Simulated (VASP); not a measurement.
Runs of VASP 6.6.1 on NbC. The structure is that of space group Fm-3m (No. 225), or close to it. The cells are those of the table. 

```tsv
task	cell	cutoff (eV)	gap on the mesh (eV)	pressure (GPa)
electric field gradients	a = 3.127, b = 3.127, c = 3.142 Å, angles 59.8, 59.8, 60.3°, 2 atoms	520	none	4.3
single point	a = 3.080, b = 3.080, c = 3.049 Å, angles 60.3, 60.3, 59.3°, 2 atoms	600	none	27.5
electric field gradients	a = 3.080, b = 3.080, c = 3.049 Å, angles 60.3, 60.3, 59.3°, 2 atoms	520	none	(a)
single point	a = 3.127, b = 3.127, c = 3.142 Å, angles 59.8, 59.8, 60.3°, 2 atoms	600	none	4.1
```

Alike in all rows: level PBEsol; potentials or basis VASP PAW PBE potentials, release 64 (Nb_sv, C); no spin polarisation; k mesh 14 × 14 × 14; smearing fermi-dirac 0.08 eV.

**Question.** Fill in the values left out.

**Answer.** (a) 27.6.

Caveats: the PAW data sets were made with another functional, which shifts forces and pressure a little; an odd number of electrons without spin polarisation forces a metal; a magnetic or distorted state may lie lower; the stress differs along the axes, from 17 to 33 GPa (at least some runs); the stress differs along the axes, from 2 to 9 GPa (at least some runs); the stress differs along the axes, from 2 to 8 GPa (at least some runs).

A k mesh can miss the band edges, and the runs leave out spin-orbit coupling on Nb.

A gap of «none» marks levels without a gap at the run's occupations.
